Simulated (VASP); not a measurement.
A run of VASP 6.6.1:

File INCAR:

```
SYSTEM = Cr
  PREC = Accurate
  ENCUT = 600
  EDIFF = 1E-6
  ISMEAR = -1
  SIGMA = 0.05
  LREAL = .False.
  LASPH = .True.
  NELM = 150
  ALGO = Fast
  ISIF = 3
  LWAVE = .False.
  LCHARG = .False.
  ISPIN = 2
  MAGMOM = 3 3
  LORBIT = 11
  LMAXMIX = 4
  GGA = PS
  IBRION = 2
  NSW = 60
  EDIFFG = -0.01
```

KPOINTS

```
regular mesh
0
Gamma
  11 11 6
  0 0 0
```

File POSCAR:

```
Cr
1.0
    2.7140000000      0.0000000000      0.0000000000
   -1.3570000000      2.3503929459      0.0000000000
    0.0000000000      0.0000000000      4.4100000000
Cr
2
Direct
    0.6666666667      0.3333333333      0.7500000000
    0.3333333333      0.6666666667      0.2500000000
```

Potentials or basis: VASP PAW PBE potentials, release 64 (Cr_pv).

The run is started by

```sh
$ cat potpaw_PBE.64/Cr_pv/POTCAR > POTCAR
$ mpirun -np 1 vasp_std > vasp.out
```

Hardware: 1 thread of AMD EPYC 9R45 96-Core Processor (Zen 5), with other jobs on the host.

Problem. How long does it take, and how much memory?

Solution. Run time: 7.9 min on 1 thread of AMD EPYC 9R45 96-Core Processor (Zen 5), with other jobs on the host, peak memory 0.19 GiB. Counts: scf iterations 150, k points 64, ion steps 16.
